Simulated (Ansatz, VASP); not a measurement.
# Two plane-wave programs on Os

```
Os
1.0
     0.00000    2.82703    2.82703
     2.82703    0.00000    2.82703
     2.82703    2.82703    0.00000
Os
2
Direct
  0.12500 0.12500 0.12500
  0.87500 0.87500 0.87500
```

Alike in both runs: task single point; functional RPBE; k mesh 11 × 11 × 11; occupations fermi-dirac, width 0.1 eV; no spin polarisation.

|  | VASP | Ansatz |
| --- | --- | --- |
| version | VASP 6.6.1 | Ansatz 0.2.0 |
| potentials or method | VASP PAW PBE potentials, release 64 (Os), cutoff 520 eV | plane waves (420 eV) with PAW, scalar-relativistic |
| valence electrons in the cell | 16 | 32 |

Ansatz gave:

| Property | Result |
| --- | --- |
| pressure (GPa) | -7.0 |

Problem. Which values does VASP return?

Solution. Pressure (GPa): -7.9.

VASP's potentials were made for PBE, not for RPBE. The functional is the same, so the differences come from potentials, cutoffs and numerics. VASP's potentials hold 16 valence electrons a cell and Ansatz's 32, so a difference there can come from the potentials and not from the codes.

Spin-orbit coupling is off throughout.
